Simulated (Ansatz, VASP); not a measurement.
Al3CoNi2: VASP beside Ansatz

```
CELL_PARAMETERS angstrom
2.85242 0.00000 0.00000
0.00000 2.85242 0.00000
0.00000 0.00000 8.80994
ATOMIC_POSITIONS crystal
Al 0.50000 0.50000 0.00000
Al 0.50000 0.50000 0.33625
Al 0.50000 0.50000 0.66375
Co 0.00000 0.00000 0.50000
Ni 0.00000 0.00000 0.83120
Ni 0.00000 0.00000 0.16880
```

Alike in both runs: functional PBE; k mesh 14 × 14 × 4; occupations gaussian, width 0.1 eV; collinear spin.

Ansatz relaxed the structure, and its values are those at the end. VASP's run is a single point on that final structure, the one shown.

|  | VASP | Ansatz |
| --- | --- | --- |
| version | VASP 6.6.1 | Ansatz 0.2.0 |
| potentials or method | VASP PAW PBE potentials, release 64 (Al, Co, Ni), cutoff 520 eV | scalar-relativistic, plane waves, PAW |
| valence electrons in the cell | 38 | 62 |

```tsv
	VASP	Ansatz	Ansatz less VASP
gap on the k mesh at the Fermi level (eV)	none	none	-
pressure (GPa)	-0.1	0.0	+0.14
rms of the force components (eV/Å)	0.004	0.002	-0.0021
net moment per atom (μB)	0.00	0.00	0.000
```

A gap of «none» marks a metal or a gap that the smearing closes. The functional is the same, so the differences come from potentials, cutoffs and numerics. VASP's potentials hold 38 valence electrons a cell and Ansatz's 62, so a difference there can come from the potentials and not from the codes. Ansatz's warnings: seeded moment not kept.
